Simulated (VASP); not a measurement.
# Au (P6_3/mmc) in VASP: further runs

Au is run at these levels: r2SCAN; tasks: single point.

All numbers are computed with VASP 6.6.1; they aren't measurements. Logs are shortened: lines on timing, memory, paths and dates and some standing lists are left out, and cuts for length are marked.

## Step 1: The cell of the first run

Symmetry: P6_3/mmc, No. 194, hexagonal system. The conventional cell has a = 2.943 Å, b = 2.943 Å, c = 4.953 Å, α = 90.00°, β = 90.00°, γ = 120.00°. Au (site symmetry -6m2) has 12 Au at 2.94 to 3.00 Å within 3.9 Å.

This isn't the form of Au at room conditions, which is fcc.

## Step 2: Single point, r2SCAN (strain +0.015 along x and y, +0.015 along z)

POSCAR reads:

```
Au
1.0
    2.9434983866      0.0000000000      0.0000000000
   -1.4717491933      2.5491443788      0.0000000000
    0.0000000000      0.0000000000      4.9532000000
Au
2
Direct
    0.3333333333      0.6666666667      0.7500000000
    0.6666666667      0.3333333333      0.2500000000
```

INCAR.step1 reads:

```
SYSTEM = Au
  PREC = Accurate
  ENCUT = 520
  ISMEAR = 0
  SIGMA = 0.15
  LREAL = .False.
  LASPH = .True.
  NELM = 60
  NBANDS = 18
  GGA = PE
  ALGO = Normal
  EDIFF = 1E-4
  LWAVE = .True.
  LCHARG = .False.
```

INCAR.step2 reads:

```
SYSTEM = Au
  PREC = Accurate
  ENCUT = 520
  EDIFF = 1E-6
  ISMEAR = 0
  SIGMA = 0.15
  LREAL = .False.
  LASPH = .True.
  NELM = 60
  ALGO = Normal
  ISIF = 2
  LWAVE = .False.
  LCHARG = .True.
  METAGGA = R2SCAN
  LMIXTAU = .True.
  LELF = .True.
  LVHAR = .True.
  NBANDS = 18
  ISTART = 1
```

KPOINTS reads:

```
Automatic mesh
0
Gamma
  18 18 10
  0 0 0
```

Potentials or basis: VASP PAW PBE potentials, release 64 (Au).

Run with:

```console
$ cat potpaw_PBE.64/Au/POTCAR > POTCAR
$ cp INCAR.step1 INCAR
$ mpirun -np 1 vasp_std > vasp.out
$ cp INCAR.step2 INCAR
$ mpirun -np 1 vasp_std > vasp.out
```

OUTCAR:

```text
SYSTEM = Au
   PREC = Accurate
   ENCUT = 520
   EDIFF = 1E-6
   ISMEAR = 0
   LREAL = .False.
   LASPH = .True.
   NELM = 60
   ISIF = 2
   METAGGA = R2SCAN
   ISTART = 1

 ion  position               nearest neighbor table
   1  0.333  0.667  0.750-   2 3.00   2 3.00   2 3.00   2 3.00   2 3.00   2 3.00
   2  0.667  0.333  0.250-   1 3.00   1 3.00   1 3.00   1 3.00   1 3.00   1 3.00

  LATTYP: Found a hexagonal cell.
 ALAT       =     2.9434983866
 C/A-ratio  =     1.6827595430

  Lattice vectors:

 A1 = (   2.9434983866,   0.0000000000,   0.0000000000)
 A2 = (  -1.4717491933,   2.5491443788,   0.0000000000)
 A3 = (   0.0000000000,   0.0000000000,   4.9532000000)

Analysis of symmetry for initial positions (statically):
=====================================================================
 Subroutine PRICEL returns:
 Original cell was already a primitive cell.

 Routine SETGRP: Setting up the symmetry group for a
 hexagonal supercell.

 Subroutine GETGRP returns: Found 24 space group operations
 (whereof 12 operations were pure point group operations)
 out of a pool of 24 trial point group operations.

The static configuration has the point symmetry D_3d.
 The point group associated with its full space group is D_6h.

Analysis of symmetry for dynamics (positions and initial velocities):
=====================================================================
 Subroutine PRICEL returns:
 Original cell was already a primitive cell.

 Routine SETGRP: Setting up the symmetry group for a
 hexagonal supercell.

 Subroutine GETGRP returns: Found 24 space group operations
 (whereof 12 operations were pure point group operations)
 out of a pool of 24 trial point group operations.

The dynamic configuration has the point symmetry D_3d.
 The point group associated with its full space group is D_6h.

 Subroutine INISYM returns: Found 24 space group operations
 (whereof 12 operations are pure point group operations),
 and found     1 'primitive' translations

----------------------------------------------------------------------------------------

                                     Primitive cell

  volume of cell :      37.1659

  direct lattice vectors                    reciprocal lattice vectors
     2.943498387  0.000000000  0.000000000     0.339731798  0.196144245  0.000000000
    -1.471749193  2.549144379  0.000000000     0.000000000  0.392288490  0.000000000
     0.000000000  0.000000000  4.953200000     0.000000000  0.000000000  0.201889687

  length of vectors
     2.943498387  2.943498387  4.953200000     0.392288490  0.392288490  0.201889687

  position of ions in fractional coordinates (direct lattice)
     0.333333333  0.666666667  0.750000000
     0.666666667  0.333333333  0.250000000

  ion indices of the primitive-cell ions
   primitive index   ion index
                 1           1
                 2           2

----------------------------------------------------------------------------------------

 KPOINTS: Automatic mesh

Automatic generation of k-mesh.
 Grid dimensions read from file:
 generate k-points for:   18   18   10

 Generating k-lattice:

  Cartesian coordinates                     Fractional coordinates (reciprocal lattice)
     0.018873989  0.010896903  0.000000000     0.055555556 -0.000000000  0.000000000
     0.000000000  0.021793805  0.000000000     0.000000000  0.055555556  0.000000000
     0.000000000  0.000000000  0.020188969     0.000000000  0.000000000  0.100000000

  Length of vectors
     0.021793805  0.021793805  0.020188969

  Shift w.r.t. Gamma in fractional coordinates (k-lattice)
     0.000000000  0.000000000  0.000000000

 Subroutine IBZKPT returns following result:
 ===========================================

 Found    222 irreducible k-points:

 Following reciprocal coordinates:
            Coordinates               Weight
  0.000000  0.000000  0.000000      1.000000
  0.055556  0.000000  0.000000      6.000000
  0.111111  0.000000  0.000000      6.000000
  0.166667  0.000000  0.000000      6.000000
  0.222222  0.000000  0.000000      6.000000
  0.277778  0.000000  0.000000      6.000000
[... 16 lines left out ...]
  0.333333  0.111111  0.000000     12.000000
  0.388889  0.111111  0.000000     12.000000
 [... further k-points ...]
   k-points           NKPTS =    222   k-points in BZ     NKDIM =    222   number of bands    NBANDS=     18
   number of dos      NEDOS =    301   number of ions     NIONS =      2
   total plane-waves  NPLWV =  23040
   dimension x,y,z NGX =    24 NGY =   24 NGZ =   40
   dimension x,y,z NGXF=    48 NGYF=   48 NGZF=   80
   ions per type =               2
   NGX,Y,Z   is equivalent  to a cutoff of  13.55, 13.55, 13.43 a.u.
   NGXF,Y,Z  is equivalent  to a cutoff of  27.11, 27.11, 26.85 a.u.
 SYSTEM =  Au
   PREC   = accura    normal or accurate (medium, high low for compatibility)
   ISTART =      1    job   : 0-new  1-cont  2-samecut
   ICHARG =      0    charge: 1-file 2-atom 10-const
   ISPIN  =      1    spin polarized calculation?
   LNONCOLLINEAR =      F non collinear calculations
   LSORBIT =      F    spin-orbit coupling
   LASPH  =      T    aspherical Exc in radial PAW
   ENCUT  =  520.0 eV  38.22 Ry    6.18 a.u.   5.47  5.47  9.21*2*pi/ulx,y,z
   NELM   =     60;   NELMIN=  2; NELMDL=  0     # of ELM steps
   EDIFF  = 0.1E-05   stopping-criterion for ELM
   LREAL  =      F    real-space projection
   EDIFFG = 0.1E-04   stopping-criterion for IOM
   NSW    =      0    number of steps for IOM
   IBRION =     -1    ionic relax: 0-MD 1-quasi-New 2-CG
   NFREE  =      0    steps in history (QN), initial steepest desc. (CG)
   ISIF   =      2    stress and relaxation
   ISYM   =      2    0-nonsym 1-usesym 2-fastsym
   POTIM  = 0.5000    time-step for ionic-motion
   TEBEG  =    0.0;   TEEND  =   0.0 temperature during run
   PSTRESS=    0.0 pullay stress
   NELECT =      22.0000    total number of electrons
   NUPDOWN=      -1.0000    fix difference up-down
   EMIN   =  10.00;   EMAX   =-10.00  energy-range for DOS
   EFERMI =   0.00;   METHOD = LEGACY
   ISMEAR =     0;   SIGMA  =   0.15  broadening in eV -4-tet -1-fermi 0-gaus
   EFERMI_NEDOS =   21; number of points for ismear=-14 and -15
   IALGO  =     38    algorithm
   IMIX   =      4    mixing-type and parameters
     AMIX     =   0.40;   BMIX     =  1.00
     AMIX_MAG =   1.60;   BMIX_MAG =  1.00
  volume/ion in A,a.u.               =      18.58       125.40
  Fermi-wavevector in a.u.,A,eV,Ry     =   1.374573  2.597566 25.707527  1.889450
  Thomas-Fermi vector in A             =   2.499987
   LORBIT       =      0    0 simple, 1 ext, 2 COOP (PROOUT), +10 PAW based schemes
   METAGGA = R2SCAN    functional components
   LHFCALC =     F    Hartree Fock is set to
   AEXX    =    0.0000 exact exchange contribution
   IVDW    =     0    specifies the selected vdW correction
   LEPSILON=     F    determine dielectric tensor
   LRPA    =     F    only Hartree local field effects (RPA)
 non-spin polarized calculation
 Gauss-broadening in eV      SIGMA  =   0.15
  energy-cutoff  :      520.00
  volume of cell :       37.17
 maximum number of plane-waves:      1027
 NGX is ok and might be reduce to    24
   NGX = 11   NGY = 11   NGZ = 19

 number of electron      21.9999997 magnetization

 Free energy of the ion-electron system (eV)
  ---------------------------------------------------
  ext. energy  EPLUGINS =         0.00000000
  ---------------------------------------------------
  free energy    TOTEN  =      -101.13371930 eV

  energy without entropy =     -101.12598728  energy(sigma->0) =     -101.12985329

 E-fermi :   7.9339     XC(G=0): -13.0150

 val. band max:        7.8853861784   @ k =   0.2222   0.1111   0.3000
 cond. band min:       7.9797613271   @ k =   0.3889   0.0000   0.4000
 fundamental gap:      0.0943751487
 Fermi energy:         7.9338809138

 k-point     1 :       0.0000    0.0000    0.0000
  band No.  band energies     occupation
      1      -1.2156      2.00000
      2       1.0481      2.00000
      3       3.2919      2.00000
      4       3.5526      2.00000
      5       3.5526      2.00000
      6       3.8195      2.00000
[... 10 lines left out ...]
     17      26.3688      0.00000
     18      26.3688      0.00000

 k-point     2 :       0.0556    0.0000    0.0000
  band No.  band energies     occupation
      1      -1.1209      2.00000
      2       1.1249      2.00000
      3       3.2654      2.00000
      4       3.5750      2.00000
      5       3.6120      2.00000
      6       3.7888      2.00000
[... 10 lines left out ...]
     17      25.8169      0.00000
     18      26.1786      0.00000

 k-point     3 :       0.1111    0.0000    0.0000
  band No.  band energies     occupation
      1      -0.8428      2.00000
      2       1.3403      2.00000
      3       3.1783      2.00000
      4       3.6275      2.00000
      5       3.7471      2.00000
      6       3.7869      2.00000
[... 10 lines left out ...]
     17      24.8346      0.00000
     18      26.4992      0.00000

 k-point     4 :       0.1667    0.0000    0.0000
  band No.  band energies     occupation
      1      -0.4023      2.00000
      2       1.6372      2.00000
      3       3.0743      2.00000
      4       3.5394      2.00000
      5       3.7683      2.00000
      6       3.9146      2.00000
[... 375 lines left out ...]
      4       3.2726      2.00000
      5       3.5489      2.00000
      6       3.6484      2.00000
[... 10 lines left out ...]
     17      22.1740      0.00000
     18      23.9436      0.00000

 k-point    23 :       0.3333    0.1111    0.0000
  band No.  band energies     occupation
      1       1.7129      2.00000
      2       1.8985      2.00000
      3       2.2791      2.00000
      4       3.5033      2.00000
      5       3.6474      2.00000
      6       3.8830      2.00000
[... 10 lines left out ...]
     17      21.0702      0.00000
     18      23.4208      0.00000

 k-point    24 :       0.3889    0.1111    0.0000
  band No.  band energies     occupation
      1       1.7810      2.00000
      2       1.8194      2.00000
      3       2.1378      2.00000
      4       3.4976      2.00000
      5       3.7696      2.00000
      6       3.9429      2.00000
[... 10 lines left out ...]
     17      20.1384      0.00000
     18      23.1144      0.00000

 [... further k-points ...]

------------------------ aborting loop because EDIFF is reached ----------------------------------------

  FORCE on cell =-STRESS in cart. coord.  units (eV):
  Direction    XX          YY          ZZ          XY          YZ          ZX
  --------------------------------------------------------------------------------------
  -------------------------------------------------------------------------------------
  Total       -1.6396304     -1.6396304     -1.5283474      0.0000000     -0.0000000      0.0000000
  in kB      -70.6825883    -70.6825883    -65.8853076      0.0000000     -0.0000000      0.0000000
  external PRESSURE =     -69.0834947 kB  Pullay stress =       0.0000000 kB

 VOLUME and BASIS-vectors are now :
 -----------------------------------------------------------------------------
  energy-cutoff  :      520.00
  volume of cell :       37.17
      direct lattice vectors                 reciprocal lattice vectors
     2.943498387  0.000000000  0.000000000     0.339731798  0.196144245  0.000000000
    -1.471749193  2.549144379  0.000000000     0.000000000  0.392288490  0.000000000
     0.000000000  0.000000000  4.953200000     0.000000000  0.000000000  0.201889687

 POSITION                                       TOTAL-FORCE (eV/Angst)
 -----------------------------------------------------------------------------------
     -0.00000      1.69943      3.71490         0.000000      0.000000      0.000000
      1.47175      0.84971      1.23830        -0.000000     -0.000000      0.000000
 -----------------------------------------------------------------------------------
    total drift:                               -0.000000      0.000000     -0.000000

  FREE ENERGIE OF THE ION-ELECTRON SYSTEM (eV)
  ---------------------------------------------------
  free  energy   TOTEN  =      -101.1337192954 eV

  energy  without entropy=     -101.1259872826  energy(sigma->0) =     -101.12985329
```

It took 2.6 min on 1 thread of Intel Xeon 6975P-C (Granite Rapids), shared host; peak memory 0.26 GiB.

What came out:

```
Free energy            : -101.1337 eV
Pressure               : -6.9 GPa
Band gap on the k mesh : zero (bands 11 and 12 overlap by 6.75 eV)
```

Caveat: the cell differs from its parent crystal (strain +0.015 along x and y, +0.015 along z); the cell stands under tension; the PAW data sets were made with another functional, which shifts forces and pressure a little; spin-orbit coupling is left out, which moves the levels of the heavy elements.

## Step 3: Single point, r2SCAN (strain +0.015 along x and y, +0.030 along z)

Edit POSCAR of step 2 so:

```diff
@@ -4,3 +4,3 @@
    -1.4717491933      2.5491443788      0.0000000000
-    0.0000000000      0.0000000000      4.9532000000
+    0.0000000000      0.0000000000      5.0264000000
 Au
```

INCAR.step1 reads:

```
PREC = Accurate ; ENCUT = 520
ISMEAR = 0 ; SIGMA = 0.15
LREAL = False ; LASPH = True
NELM = 80 ; NBANDS = 18
GGA = PE ; ALGO = Normal
EDIFF = 1E-4 ; LWAVE = True
LCHARG = False
```

INCAR.step2 reads:

```
PREC = Accurate ; ENCUT = 520
EDIFF = 1E-6 ; ISMEAR = 0
SIGMA = 0.15 ; LREAL = False
LASPH = True ; NELM = 80
ALGO = Normal ; ISIF = 2
LWAVE = False ; LCHARG = False
METAGGA = R2SCAN ; LMIXTAU = True
NBANDS = 18 ; ISTART = 1
```

KPOINTS reads:

```
Automatic mesh
0
Gamma
  18 18 10
```

Potentials or basis: VASP PAW PBE potentials, release 64 (Au).

Run with:

```console
$ cat potpaw_PBE.64/Au/POTCAR > POTCAR
$ cp INCAR.step1 INCAR
$ mpirun -np 1 vasp_std > vasp.out
$ cp INCAR.step2 INCAR
$ mpirun -np 1 vasp_std > vasp.out
```

OUTCAR:

```text
PREC = Accurate
   ENCUT = 520
   EDIFF = 1E-6
   ISMEAR = 0
   LREAL = False
   LASPH = True
   NELM = 80
   ISIF = 2
   METAGGA = R2SCAN
   ISTART = 1

 ion  position               nearest neighbor table
   1  0.333  0.667  0.750-   2 3.03   2 3.03   2 3.03   2 3.03   2 3.03   2 3.03
   2  0.667  0.333  0.250-   1 3.03   1 3.03   1 3.03   1 3.03   1 3.03   1 3.03

  LATTYP: Found a hexagonal cell.
 ALAT       =     2.9434983866
 C/A-ratio  =     1.7076279107

  Lattice vectors:

[... 694 lines left out ...]
------------------------ aborting loop because EDIFF is reached ----------------------------------------

  FORCE on cell =-STRESS in cart. coord.  units (eV):
  Direction    XX          YY          ZZ          XY          YZ          ZX
  --------------------------------------------------------------------------------------
  -------------------------------------------------------------------------------------
  Total       -1.9803950     -1.9803950     -1.9395012      0.0000000      0.0000000      0.0000000
  in kB      -84.1292704    -84.1292704    -82.3920569      0.0000000      0.0000000      0.0000000
  external PRESSURE =     -83.5501993 kB  Pullay stress =       0.0000000 kB

 VOLUME and BASIS-vectors are now :
 -----------------------------------------------------------------------------
  energy-cutoff  :      520.00
  volume of cell :       37.72
      direct lattice vectors                 reciprocal lattice vectors
     2.943498387  0.000000000  0.000000000     0.339731798  0.196144245  0.000000000
    -1.471749193  2.549144379  0.000000000     0.000000000  0.392288490  0.000000000
     0.000000000  0.000000000  5.026400000     0.000000000  0.000000000  0.198949546

 POSITION                                       TOTAL-FORCE (eV/Angst)
 -----------------------------------------------------------------------------------
     -0.00000      1.69943      3.76980         0.000000      0.000000      0.000000
      1.47175      0.84971      1.25660        -0.000000      0.000000      0.000000
 -----------------------------------------------------------------------------------
    total drift:                               -0.000000      0.000000     -0.000000

  FREE ENERGIE OF THE ION-ELECTRON SYSTEM (eV)
  ---------------------------------------------------
  free  energy   TOTEN  =      -101.1085100280 eV

  energy  without entropy=     -101.1013868143  energy(sigma->0) =     -101.10494842
```

OUTCAR.step1:

```text
PREC = Accurate
   ENCUT = 520
   ISMEAR = 0
   LREAL = False
   LASPH = True
[... 729 lines left out ...]
     -0.00000      1.69943      3.76980         0.000000     -0.000000      0.000000
      1.47175      0.84971      1.25660        -0.000000      0.000000      0.000000
 -----------------------------------------------------------------------------------
    total drift:                               -0.000000      0.000000     -0.000000

  FREE ENERGIE OF THE ION-ELECTRON SYSTEM (eV)
  ---------------------------------------------------
  free  energy   TOTEN  =        -6.3974059240 eV

  energy  without entropy=       -6.3891062337  energy(sigma->0) =       -6.39325608
```

OSZICAR.step1:

```text
N       E                     dE             d eps       ncg     rms          rms(c)
DAV:   1     0.121657904293E+03    0.12166E+03   -0.11589E+04  8000   0.117E+03
DAV:   2    -0.477998566782E+01   -0.12644E+03   -0.12025E+03  8504   0.255E+02
DAV:   3    -0.690289289551E+01   -0.21229E+01   -0.21105E+01  9444   0.328E+01
DAV:   4    -0.691233945848E+01   -0.94466E-02   -0.94453E-02  8880   0.233E+00
DAV:   5    -0.691242963780E+01   -0.90179E-04   -0.90179E-04  8850   0.245E-01    0.971E+00
DAV:   6    -0.642383765267E+01    0.48859E+00   -0.10113E+00  8270   0.904E+00    0.659E+00
DAV:   7    -0.640024132988E+01    0.23596E-01   -0.64005E-02  8790   0.224E+00    0.330E+00
DAV:   8    -0.639741976494E+01    0.28216E-02   -0.34292E-03  8432   0.434E-01    0.269E-01
DAV:   9    -0.639740592397E+01    0.13841E-04   -0.14982E-05  5126   0.319E-02
   1 F= -.63974059E+01 E0= -.63932561E+01  d E =-.829969E-02
```

It took 2.6 min on 1 thread of Intel Xeon 6975P-C (Granite Rapids), shared host; peak memory 0.26 GiB.

Results:

```
Free energy            : -101.1085 eV
Pressure               : -8.4 GPa
Band gap on the k mesh : zero (bands 11 and 12 overlap by 6.68 eV)
```

Stress tensor (GPa, compression positive):
```
-8.41  0.00  0.00
 0.00 -8.41  0.00
 0.00  0.00 -8.24
```

Caveat: the cell differs from its parent crystal (strain +0.015 along x and y, +0.030 along z); the cell stands under tension; the PAW data sets were made with another functional, which shifts forces and pressure a little; spin-orbit coupling is left out, which moves the levels of the heavy elements.
